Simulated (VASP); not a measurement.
Input of a VASP 6.6.1 run:

INCAR

```
ALGO = Normal
EDIFF = 1E-7
EDIFFG = -0.005
ENCUT = 600
GGA = PE
IBRION = 2
ISIF = 3
ISMEAR = -1
IVDW = 12
LASPH = True
LCHARG = False
LREAL = False
LWAVE = False
NELM = 60
NSW = 80
PREC = Accurate
SIGMA = 0.02
```

The input KPOINTS:

```
k-points
0
Gamma
  6 6 6
```

POSCAR

```
SnO
1.0
    3.8136952200      0.0000000000      0.0000000000
    0.0000000000      3.8136952200      0.0000000000
    0.0000000000      0.0000000000      4.8869133000
Sn O
2 2
Direct
    0.0000000000      0.5000000000      0.2353738600
    0.5000000000      0.0000000000      0.7646261400
    0.5000000000      0.5000000000      0.0000000000
    0.0000000000      0.0000000000      0.0000000000
```

Potentials or basis: VASP PAW PBE potentials, release 64 (Sn_d, O).

Launch:

```sh
$ cat potpaw_PBE.64/Sn_d/POTCAR potpaw_PBE.64/O/POTCAR > POTCAR
$ mpirun -np 1 vasp_std > vasp.out
```

What does it give for the dispersion energy per atom?

-0.236 eV.

Predict the relaxed volume.

17.40 Å³/atom.

Predict the band gap on the k mesh.

zero (bands 20 and 21 overlap by 0.07 eV).

Estimate the relaxed cell.

a = 3.833 Å, b = 3.833 Å, c = 4.737 Å, α = 90.00°, β = 90.00°, γ = 90.00°.

The path:
| step | energy change (eV) | largest force (eV/Å) | pressure (GPa) | volume (Å³) |
| --- | --- | --- | --- | --- |
| 1 | 0.0000 | 0.4657 | 1.69 | 71.08 |
| 2 | -0.0015 | 0.2890 | -2.10 | 73.02 |
| 3 | -0.0108 | 0.0661 | -0.34 | 72.07 |
| 4 | -0.0126 | 0.0614 | -0.30 | 71.81 |
| 5 | -0.0170 | 0.0502 | -0.18 | 71.01 |
| 6 | -0.0197 | 0.0428 | 0.14 | 69.42 |
| 7 | -0.0199 | 0.0451 | 0.08 | 69.72 |
| 8 | -0.0195 | 0.0907 | -0.45 | 69.79 |
| 9 | -0.0200 | 0.0024 | -0.09 | 69.74 |
| 10 | -0.0200 | 0.0016 | 0.04 | 69.55 |
| 11 | -0.0200 | 0.0003 | 0.00 | 69.61 |

Caveat: semilocal functionals underestimate gaps, and a narrow one can read as zero; spin-orbit coupling is left out, which moves the levels of the heavy elements.
